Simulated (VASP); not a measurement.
# CdTe (I-4m2) in VASP: further runs

The runs below take CdTe through single point, with PBE.

All numbers are computed with VASP 6.6.1; they aren't measurements. Logs are shortened: lines on timing, memory, paths and dates and some standing lists are left out, and cuts for length are marked.

### 1 The cell of the first run

Symmetry: I-4m2, No. 119, tetragonal system. Conventional cell: a = 4.533 Å, b = 4.533 Å, c = 6.314 Å, α = 90.00°, β = 90.00°, γ = 90.00°. Within 3.6 Å of Cd (site symmetry -4m2) lie 4 Te at 2.76 Å. Within 3.6 Å of Te (site symmetry -4m2) lie 4 Cd at 2.76 Å.

### 2 Single point, PBE (strain -0.0150 x Voigt [0, 0, 1, 0, 0, 0])

The input, INCAR:

```
PREC = Accurate ; ENCUT = 520
EDIFF = 1E-6 ; ISMEAR = 0
SIGMA = 0.05 ; LREAL = F
LASPH = T ; NELM = 100
ALGO = Normal ; ISIF = 2
LWAVE = F ; LCHARG = F
GGA = PE ; NBANDS = 16
```

The input, KPOINTS:

```
regular mesh
0
Gamma
  8 8 8
```

The input, POSCAR:

```
CdTe
1.0
    0.0000000000      3.2050000000      3.1569250000
    3.2050000000      0.0000000000      3.1569250000
    3.2050000000      3.2050000000      0.0000000000
Cd Te
1 1
Direct
    0.0000000000      0.0000000000      0.0000000000
    0.7500000000      0.7500000000      0.7500000000
```

Potentials or basis: VASP PAW PBE potentials, release 64 (Cd, Te).

Command:

```
> cat potpaw_PBE.64/Cd/POTCAR potpaw_PBE.64/Te/POTCAR > POTCAR
> mpirun -np 1 vasp_std > vasp.out
```

OUTCAR:

```text
PREC = Accurate
   ENCUT = 520
   EDIFF = 1E-6
   ISMEAR = 0
   LREAL = F
   LASPH = T
   NELM = 100
   ISIF = 2
   GGA = PE

 ion  position               nearest neighbor table
   1  0.000  0.000  0.000-   2 2.76   2 2.76   2 2.76   2 2.76
   2  0.750  0.750  0.750-   1 2.76   1 2.76   1 2.76   1 2.76

  LATTYP: Found a body centered tetragonal cell.
 ALAT       =     4.5325544674
 C/A-ratio  =     1.3930003589

  Lattice vectors:

 A1 = (   0.0000000000,  -3.2050000000,  -3.1569250000)
 A2 = (   0.0000000000,   3.2050000000,  -3.1569250000)
 A3 = (   3.2050000000,   0.0000000000,   3.1569250000)

Analysis of symmetry for initial positions (statically):
=====================================================================
 Subroutine PRICEL returns:
 Original cell was already a primitive cell.

 Routine SETGRP: Setting up the symmetry group for a
 body centered tetragonal supercell.

 Subroutine GETGRP returns: Found  8 space group operations
 (whereof  8 operations were pure point group operations)
 out of a pool of 16 trial point group operations.

The static configuration has the point symmetry D_2d.

Analysis of symmetry for dynamics (positions and initial velocities):
=====================================================================
 Subroutine PRICEL returns:
 Original cell was already a primitive cell.

 Routine SETGRP: Setting up the symmetry group for a
 body centered tetragonal supercell.

 Subroutine GETGRP returns: Found  8 space group operations
 (whereof  8 operations were pure point group operations)
 out of a pool of 16 trial point group operations.

The dynamic configuration has the point symmetry D_2d.

 Subroutine INISYM returns: Found  8 space group operations
 (whereof  8 operations are pure point group operations),
 and found     1 'primitive' translations

----------------------------------------------------------------------------------------

                                     Primitive cell

  volume of cell :      64.8560

  direct lattice vectors                    reciprocal lattice vectors
     0.000000000  3.205000000  3.156925000    -0.156006240  0.156006240  0.158381970
     3.205000000  0.000000000  3.156925000     0.156006240 -0.156006240  0.158381970
     3.205000000  3.205000000  0.000000000     0.156006240  0.156006240 -0.158381970

  length of vectors
     4.498688748  4.498688748  4.532554467     0.271589290  0.271589290  0.271589290

  position of ions in fractional coordinates (direct lattice)
     0.000000000  0.000000000  0.000000000
     0.750000000  0.750000000  0.750000000

  ion indices of the primitive-cell ions
   primitive index   ion index
                 1           1
                 2           2

----------------------------------------------------------------------------------------

 KPOINTS: regular mesh

Automatic generation of k-mesh.
 Grid dimensions read from file:
 generate k-points for:    8    8    8

 Generating k-lattice:

  Cartesian coordinates                     Fractional coordinates (reciprocal lattice)
    -0.019500780  0.019500780  0.019797746     0.125000000  0.000000000  0.000000000
     0.019500780 -0.019500780  0.019797746     0.000000000  0.125000000  0.000000000
     0.019500780  0.019500780 -0.019797746     0.000000000  0.000000000  0.125000000

  Length of vectors
     0.033948661  0.033948661  0.033948661

  Shift w.r.t. Gamma in fractional coordinates (k-lattice)
     0.000000000  0.000000000  0.000000000

 Subroutine IBZKPT returns following result:
 ===========================================

 Found     59 irreducible k-points:

 Following reciprocal coordinates:
            Coordinates               Weight
  0.000000  0.000000  0.000000      1.000000
  0.125000  0.000000  0.000000      8.000000
  0.250000  0.000000  0.000000      8.000000
  0.375000  0.000000  0.000000      8.000000
  0.500000  0.000000  0.000000      4.000000
  0.125000  0.125000  0.000000      2.000000
[... 16 lines left out ...]
  0.250000  0.000000  0.125000     16.000000
  0.375000  0.000000  0.125000     16.000000
 [... further k-points ...]
   k-points           NKPTS =     59   k-points in BZ     NKDIM =     59   number of bands    NBANDS=     16
   number of dos      NEDOS =    301   number of ions     NIONS =      2
   total plane-waves  NPLWV =  46656
   dimension x,y,z NGX =    36 NGY =   36 NGZ =   36
   dimension x,y,z NGXF=    72 NGYF=   72 NGZF=   72
   ions per type =               1   1
   NGX,Y,Z   is equivalent  to a cutoff of  13.30, 13.30, 13.20 a.u.
   NGXF,Y,Z  is equivalent  to a cutoff of  26.61, 26.61, 26.41 a.u.
 SYSTEM =  unknown system
   PREC   = accura    normal or accurate (medium, high low for compatibility)
   ISTART =      0    job   : 0-new  1-cont  2-samecut
   ICHARG =      2    charge: 1-file 2-atom 10-const
   ISPIN  =      1    spin polarized calculation?
   LNONCOLLINEAR =      F non collinear calculations
   LSORBIT =      F    spin-orbit coupling
   LASPH  =      T    aspherical Exc in radial PAW
   ENCUT  =  520.0 eV  38.22 Ry    6.18 a.u.   8.36  8.36  8.43*2*pi/ulx,y,z
   NELM   =    100;   NELMIN=  2; NELMDL= -5     # of ELM steps
   EDIFF  = 0.1E-05   stopping-criterion for ELM
   LREAL  =      F    real-space projection
[... 7 lines left out ...]
   TEBEG  =    0.0;   TEEND  =   0.0 temperature during run
   PSTRESS=    0.0 pullay stress
   NELECT =      18.0000    total number of electrons
   NUPDOWN=      -1.0000    fix difference up-down
   EMIN   =  10.00;   EMAX   =-10.00  energy-range for DOS
   EFERMI =   0.00;   METHOD = LEGACY
   ISMEAR =     0;   SIGMA  =   0.05  broadening in eV -4-tet -1-fermi 0-gaus
   EFERMI_NEDOS =   21; number of points for ismear=-14 and -15
   IALGO  =     38    algorithm
   IMIX   =      4    mixing-type and parameters
     AMIX     =   0.40;   BMIX     =  1.00
     AMIX_MAG =   1.60;   BMIX_MAG =  1.00
  volume/ion in A,a.u.               =      32.43       218.84
  Fermi-wavevector in a.u.,A,eV,Ry     =   1.067863  2.017969 15.515152  1.140331
  Thomas-Fermi vector in A             =   2.203493
   LORBIT       =      0    0 simple, 1 ext, 2 COOP (PROOUT), +10 PAW based schemes
   GGA     = PE    functional components
   LHFCALC =     F    Hartree Fock is set to
   AEXX    =    0.0000 exact exchange contribution
   IVDW    =     0    specifies the selected vdW correction
   LEPSILON=     F    determine dielectric tensor
   LRPA    =     F    only Hartree local field effects (RPA)
 non-spin polarized calculation
 Gauss-broadening in eV      SIGMA  =   0.05
  energy-cutoff  :      520.00
  volume of cell :       64.86
 maximum number of plane-waves:      1783
 NGX is ok and might be reduce to    36
   NGX = 17   NGY = 17   NGZ = 17

 number of electron      17.9999998 magnetization

 Free energy of the ion-electron system (eV)
  ---------------------------------------------------
  ext. energy  EPLUGINS =         0.00000000
  ---------------------------------------------------
  free energy    TOTEN  =        -4.69665818 eV

  energy without entropy =       -4.69665818  energy(sigma->0) =       -4.69665818

 E-fermi :   3.0813     XC(G=0):  -8.8005

 val. band max:        2.8333426316   @ k =   0.0000   0.0000   0.0000
 cond. band min:       3.7192058625   @ k =   0.0000   0.0000   0.0000
 fundamental gap:      0.8858632309
 Fermi energy:         3.0812604227

 k-point     1 :       0.0000    0.0000    0.0000
  band No.  band energies     occupation
      1      -8.6614      2.00000
      2      -5.6677      2.00000
      3      -5.6677      2.00000
      4      -5.6640      2.00000
      5      -5.3704      2.00000
      6      -5.3669      2.00000
[... 8 lines left out ...]
     15      12.1328      0.00000
     16      12.3412      0.00000

 k-point     2 :       0.1250    0.0000    0.0000
  band No.  band energies     occupation
      1      -8.5964      2.00000
      2      -5.6551      2.00000
      3      -5.6526      2.00000
      4      -5.6188      2.00000
      5      -5.3712      2.00000
      6      -5.3683      2.00000
[... 8 lines left out ...]
     15      11.4045      0.00000
     16      11.5458      0.00000

 k-point     3 :       0.2500    0.0000    0.0000
  band No.  band energies     occupation
      1      -8.4385      2.00000
      2      -5.6272      2.00000
      3      -5.6240      2.00000
      4      -5.4541      2.00000
      5      -5.3699      2.00000
      6      -5.3686      2.00000
[... 8 lines left out ...]
     15      11.2485      0.00000
     16      11.3229      0.00000

 k-point     4 :       0.3750    0.0000    0.0000
  band No.  band energies     occupation
      1      -8.2818      2.00000
      2      -5.6043      2.00000
      3      -5.6001      2.00000
      4      -5.3641      2.00000
      5      -5.3624      2.00000
      6      -5.1663      2.00000
[... 8 lines left out ...]
     15      12.1051      0.00000
     16      12.1431      0.00000

 k-point     5 :       0.5000    0.0000    0.0000
  band No.  band energies     occupation
      1      -8.2184      2.00000
      2      -5.5966      2.00000
      3      -5.5919      2.00000
      4      -5.3599      2.00000
      5      -5.3571      2.00000
      6      -4.9757      2.00000
[... 8 lines left out ...]
     15      13.1740      0.00000
     16      13.2758      0.00000

 k-point     6 :       0.1250    0.1250    0.0000
  band No.  band energies     occupation
      1      -8.5736      2.00000
      2      -5.6428      2.00000
      3      -5.6428      2.00000
      4      -5.6174      2.00000
      5      -5.3737      2.00000
      6      -5.3650      2.00000
[... 8 lines left out ...]
     15      11.5314      0.00000
     16      12.2729      0.00000

 k-point     7 :       0.2500    0.1250    0.0000
  band No.  band energies     occupation
      1      -8.4462      2.00000
      2      -5.6209      2.00000
      3      -5.6132      2.00000
      4      -5.5059      2.00000
      5      -5.3682      2.00000
      6      -5.3600      2.00000
[... 8 lines left out ...]
     15      12.1009      0.00000
     16      12.2391      0.00000

 k-point     8 :       0.3750    0.1250    0.0000
  band No.  band energies     occupation
      1      -8.2902      2.00000
      2      -5.5975      2.00000
      3      -5.5875      2.00000
      4      -5.4014      2.00000
      5      -5.3548      2.00000
      6      -5.2108      2.00000
[... 8 lines left out ...]
     15      12.0964      0.00000
     16      12.7153      0.00000

 k-point     9 :       0.5000    0.1250    0.0000
  band No.  band energies     occupation
      1      -8.1984      2.00000
      2      -5.5839      2.00000
      3      -5.5785      2.00000
      4      -5.3782      2.00000
      5      -5.3555      2.00000
      6      -4.9591      2.00000
[... 8 lines left out ...]
     15      12.8353      0.00000
     16      13.3092      0.00000
[... 172 lines left out ...]
 k-point    19 :       0.5000    0.3750    0.0000
  band No.  band energies     occupation
      1      -8.1004      2.00000
      2      -5.5182      2.00000
      3      -5.4935      2.00000
      4      -5.4618      2.00000
      5      -5.3396      2.00000
      6      -4.8389      2.00000
[... 8 lines left out ...]
     15      13.6615      0.00000
     16      14.5427      0.00000

 k-point    20 :      -0.3750    0.3750    0.0000
  band No.  band energies     occupation
      1      -8.0943      2.00000
      2      -5.5379      2.00000
      3      -5.5072      2.00000
      4      -5.4263      2.00000
      5      -5.3529      2.00000
      6      -4.7550      2.00000
[... 8 lines left out ...]
     15      12.4909      0.00000
     16      15.5099      0.00000

 k-point    21 :       0.5000    0.5000    0.0000
  band No.  band energies     occupation
      1      -8.0799      2.00000
      2      -5.5001      2.00000
      3      -5.4776      2.00000
      4      -5.4776      2.00000
      5      -5.3332      2.00000
      6      -4.7999      2.00000
[... 8 lines left out ...]
     15      13.6530      0.00000
     16      14.4921      0.00000

 k-point    22 :       0.1250    0.0000    0.1250
  band No.  band energies     occupation
      1      -8.5755      2.00000
      2      -5.6433      2.00000
      3      -5.6387      2.00000
      4      -5.6207      2.00000
      5      -5.3774      2.00000
      6      -5.3628      2.00000
[... 8 lines left out ...]
     15      11.4523      0.00000
     16      12.4152      0.00000

 k-point    23 :       0.2500    0.0000    0.1250
  band No.  band energies     occupation
      1      -8.4491      2.00000
      2      -5.6217      2.00000
      3      -5.6108      2.00000
      4      -5.5050      2.00000
      5      -5.3751      2.00000
      6      -5.3588      2.00000
[... 8 lines left out ...]
     15      12.1237      0.00000
     16      12.2811      0.00000

 k-point    24 :       0.3750    0.0000    0.1250
  band No.  band energies     occupation
      1      -8.2928      2.00000
      2      -5.5998      2.00000
      3      -5.5845      2.00000
      4      -5.3966      2.00000
      5      -5.3557      2.00000
      6      -5.2203      2.00000
[... 8 lines left out ...]
     15      12.0512      0.00000
     16      12.6923      0.00000

 [... further k-points ...]
[... 5 lines left out ...]
  --------------------------------------------------------------------------------------
  -------------------------------------------------------------------------------------
  Total        2.0970373      2.0970373      2.1686638      0.0000000      0.0000000      0.0000000
  in kB       51.8043719     51.8043719     53.5738050      0.0000000      0.0000000      0.0000000
  external PRESSURE =      52.3941829 kB  Pullay stress =       0.0000000 kB

 VOLUME and BASIS-vectors are now :
 -----------------------------------------------------------------------------
  energy-cutoff  :      520.00
  volume of cell :       64.86
      direct lattice vectors                 reciprocal lattice vectors
     0.000000000  3.205000000  3.156925000    -0.156006240  0.156006240  0.158381970
     3.205000000  0.000000000  3.156925000     0.156006240 -0.156006240  0.158381970
     3.205000000  3.205000000  0.000000000     0.156006240  0.156006240 -0.158381970

 POSITION                                       TOTAL-FORCE (eV/Angst)
 -----------------------------------------------------------------------------------
      0.00000      0.00000      0.00000        -0.000000     -0.000000     -0.000000
      4.80750      4.80750      4.73539         0.000000      0.000000      0.000000
 -----------------------------------------------------------------------------------
    total drift:                                0.000000      0.000000      0.000000

  FREE ENERGIE OF THE ION-ELECTRON SYSTEM (eV)
  ---------------------------------------------------
  free  energy   TOTEN  =        -4.6966581789 eV

  energy  without entropy=       -4.6966581789  energy(sigma->0) =       -4.69665818
```

Wall time 22 s (1 thread of Intel Xeon 6975P-C (Granite Rapids), shared host); peak memory 0.24 GiB.

Results:

- Free energy: -4.6967 eV
- Pressure: 5.2 GPa
- Band gap on the k mesh: 0.89 eV

Stress tensor (GPa, compression positive):
```
5.18 0.00 0.00
0.00 5.18 0.00
0.00 0.00 5.36
```

Levels at points of the mesh, in eV from the valence-band top:
| k point | band 6 | band 7 | band 8 | band 9 | band 10 | band 11 | band 12 | band 13 |
| --- | --- | --- | --- | --- | --- | --- | --- | --- |
| (0.00, 0.00, 0.00) | -8.20 | -0.05 | -0.05 | 0.00 | 0.89 | 4.53 | 4.53 | 4.53 |
| (0.50, 0.00, 0.00) | -7.81 | -4.74 | -0.92 | -0.84 | 1.83 | 5.08 | 5.18 | 7.07 |
| (0.50, 0.50, 0.00) | -7.63 | -4.53 | -2.11 | -2.11 | 2.42 | 2.54 | 9.15 | 9.34 |
| (0.50, 0.00, 0.50) | -7.66 | -4.61 | -2.06 | -2.03 | 2.48 | 2.66 | 9.04 | 9.28 |

Caveat: the cell differs from its parent crystal (strain -0.0150 x Voigt [0, 0, 1, 0, 0, 0]); the cell stands under pressure; spin-orbit coupling is left out, which moves the levels of the heavy elements.

[end of part 1 of 2]
